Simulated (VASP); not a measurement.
**MgCuGe: single point with r2SCAN**

Crystal: MgCuGe.

```xyz
6
Lattice="4.0053 0.0000 0.0000 0.0000 4.0053 0.0000 0.0000 0.0000 6.3948" Properties=species:S:1:pos:R:3 pbc="T T T"
Mg    0.0000    0.0000    0.0000
Mg    2.0027    2.0027    0.0000
Cu    0.0000    2.0027    1.9059
Cu    2.0027    0.0000    4.4888
Ge    0.0000    2.0027    4.3355
Ge    2.0027    0.0000    2.0592
```

```
Program             : VASP 6.6.1
Task                : single point
Functional          : r2SCAN
Potentials or basis : VASP PAW PBE potentials, release 64 (Mg, Cu, Ge_d)
Cutoff              : 520 eV
k mesh              : 6 × 6 × 4
Occupations         : fermi-dirac, width 0.15 eV
Spin                : no spin polarisation
```

```
Pressure               : -1.8 GPa
Largest force          : 0.152 eV/Å
Band gap on the k mesh : zero (bands 27 and 28 overlap by 3.83 eV)
```

Forces in eV/Å, atoms in the order of the input:
```
Mg   0.000  0.000  0.000
Mg   0.000  0.000  0.000
Cu   0.000  0.000  0.152
Cu   0.000  0.000 -0.152
Ge   0.000  0.000 -0.013
Ge   0.000  0.000  0.013
```

Stress tensor (GPa, compression positive):
```
-1.39  0.00  0.00
 0.00 -1.39  0.00
 0.00  0.00 -2.75
```

Levels at points of the mesh, in eV from the Fermi level:
```csv
k point,band 24,band 25,band 26,band 27,band 28,band 29,band 30,band 31
"(0.00, 0.00, 0.00)",-1.35,-1.35,-0.80,1.04,1.15,1.15,1.65,4.26
"(0.50, 0.00, 0.00)",-2.86,-2.17,-2.17,1.48,1.48,3.23,3.23,4.95
"(0.50, 0.50, 0.00)",-2.60,-2.19,-2.19,-1.61,-1.61,-1.57,-1.57,2.44
"(0.00, 0.00, 0.50)",-1.28,-0.67,-0.67,0.09,0.09,0.11,1.33,4.70
"(0.50, 0.00, 0.50)",-2.85,0.34,0.34,1.45,1.45,1.85,1.85,3.61
"(0.50, 0.50, 0.50)",-2.65,-2.46,-2.46,-2.19,-2.19,1.29,1.29,4.21
```

It took 8.8 min on 1 thread of Oxide Virtual Turin-like Processor, with other jobs on the host, peak memory 0.24 GiB.

Caveat: the PAW data sets were made with another functional, which shifts forces and pressure a little.
